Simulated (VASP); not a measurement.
The system is Mg.

```
CELL_PARAMETERS angstrom
3.18776 0.00000 0.00000
-1.59388 2.76068 0.00000
0.00000 0.00000 5.17533
ATOMIC_POSITIONS crystal
Mg 0.66667 0.33333 0.75000
Mg 0.33333 0.66667 0.25000
```

Base run:

| Property | Result |
| --- | --- |
| Program | VASP 6.6.1 |
| Functional | PBEsol |
| Potentials or basis | VASP PAW PBE potentials, release 64 (Mg) |
| Cutoff | 520 eV |
| k mesh | 10 × 10 × 5 |
| Occupations | fermi-dirac, width 0.05 eV |
| Spin | no spin polarisation |

Its results: band gap on the k mesh zero (band 2 reaches 3.29 eV, above the bottom of band 3 at 1.40 eV); pressure -0.4 GPa.

Problem. The run is repeated on the same cell with these changes: functional from PBEsol to PBE. What comes out?

Solution. Band gap on the k mesh zero (band 2 reaches 3.33 eV, above the bottom of band 3 at 1.43 eV); pressure 0.2 GPa.

PBE binds less tightly than PBEsol, so the same cell stands under more pressure.

Caveats: the PAW data sets were made with another functional, which shifts forces and pressure a little (some runs).
